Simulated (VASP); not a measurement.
Wanted: the native input for a VASP 6.6.1 run.

* Task: single point
* Functional: PBE
* Potentials or basis: VASP PAW PBE potentials, release 64 (Ga_d, N)
* Cutoff: 520 eV
* k mesh: 14 × 14 × 14
* Occupations: fermi-dirac, width 0.08 eV
* Spin: no spin polarisation
* Dipole correction: no
* Further INCAR settings: ALGO = Normal; EDIFF = 1e-07; NBANDS = 16

The structure of GaN (CsCl type) lies in POSCAR:

```
GaN
1.0
    2.6287670274      0.0000000000      0.0000000000
    0.0000000000      2.6287670274      0.0000000000
    0.0000000000      0.0000000000      2.6287670274
Ga N
1 1
Direct
    0.0000000000      0.0000000000      0.0000000000
    0.5000000000      0.5000000000      0.5000000000
```

This cell differs from its parent crystal: volume scaled by 0.88.

The input as run:

INCAR

```
SYSTEM = GaN
PREC = Accurate
ENCUT = 520
EDIFF = 1E-7
ISMEAR = -1
SIGMA = 0.08
LREAL = .FALSE.
LASPH = .TRUE.
NELM = 80
ALGO = Normal
ISIF = 2
LWAVE = .FALSE.
LCHARG = .FALSE.
GGA = PE
NBANDS = 16
```

KPOINTS

```
regular mesh
0
G
  14 14 14
  0 0 0
```

Potentials or basis: VASP PAW PBE potentials, release 64 (Ga_d, N).

Run with:

```console
$ cat potpaw_PBE.64/Ga_d/POTCAR potpaw_PBE.64/N/POTCAR > POTCAR
$ mpirun -np 1 vasp_std > vasp.out
```

It gave:

```
Pressure               : 26.1 GPa
Band gap on the k mesh : zero (band 9 reaches 9.65 eV, above the bottom of band 10 at 8.12 eV)
```

It took 31 s on 1 thread of Intel(R) Xeon(R) Platinum 8259CL CPU @ 2.50GHz (Skylake/Cascade Lake) (shared host), peak memory 0.15 GiB.
